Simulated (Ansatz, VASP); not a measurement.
# Sn in VASP and in Ansatz

File INCAR:

```
ALGO     = Fast           # electronic algorithm
EDIFF    = 1E-6           # SCF threshold, eV
ENCUT    = 520            # plane-wave cutoff, eV
GGA      = PE             # functional
ISIF     = 2              # what is computed and relaxed
ISMEAR   = 0              # smearing method
LASPH    = T              # aspherical terms in the spheres
LCHARG   = F              # write CHGCAR
LREAL    = F              # projectors in reciprocal space
LWAVE    = F              # write WAVECAR
NBANDS   = 36             # bands
NELM     = 100            # most SCF steps
PREC     = Accurate       # precision mode
SIGMA    = 0.1            # smearing width, eV
```

The input KPOINTS:

```
k-points
0
Gamma
  12 12 8
```

File POSCAR:

```
Sn
1.0
    3.3956880092      3.3956880092      0.0000000000
   -3.3956880092      3.3956880092      0.0000000000
    0.0000000000      0.0000000000      6.7913760184
Sn
4
Direct
    0.0000000000      0.0000000000      0.5000000000
    0.0000000000      0.5000000000      0.2500000000
    0.5000000000      0.5000000000      0.0000000000
    0.5000000000      0.0000000000      0.7500000000
```

Input for Ansatz:

```yaml
crystal:
  lattice:
    - [3.3956880092, 3.3956880092, 0.0]
    - [-3.3956880092, 3.3956880092, 0.0]
    - [0.0, 0.0, 6.7913760184]
  atoms:
    - { symbol: Sn, position: [0.0, 0.0, 0.5] }
    - { symbol: Sn, position: [0.0, 0.5, 0.25] }
    - { symbol: Sn, position: [0.5, 0.5, 0.0] }
    - { symbol: Sn, position: [0.5, 0.0, 0.75] }
basis:
  ecutwfc: 420
kpoints:
  mp_grid: { grid: [12, 12, 8] }
hamiltonian:
  xc: pbe
scf:
  occupations: { method: gaussian, width: 0.1 }
output:
  forces: true
  stress: true
  eigenvalues: true
```

Change from the starting cell: equal strain along all axes, cell held, atoms relaxed: +2.0 %.

Alike in both runs: task single point; functional PBE; k mesh 12 × 12 × 8; occupations gaussian, width 0.1 eV; no spin polarisation.

|  | VASP | Ansatz |
| --- | --- | --- |
| version | VASP 6.6.1 | Ansatz 0.2.0 |
| potentials or method | VASP PAW PBE potentials, release 64 (Sn_d), cutoff 520 eV | scalar-relativistic, plane waves, PAW |
| valence electrons in the cell | 56 | 56 |

|  | VASP | Ansatz | Ansatz less VASP |
| --- | --- | --- | --- |
| gap on the k mesh at the Fermi level (eV) | none | none | - |
| pressure (GPa) | -1.9 | -1.9 | +0.03 |

A gap of «none» marks a metal or a gap that the smearing closes. With one functional, cell and mesh, what is left measures potentials, basis and numerics.
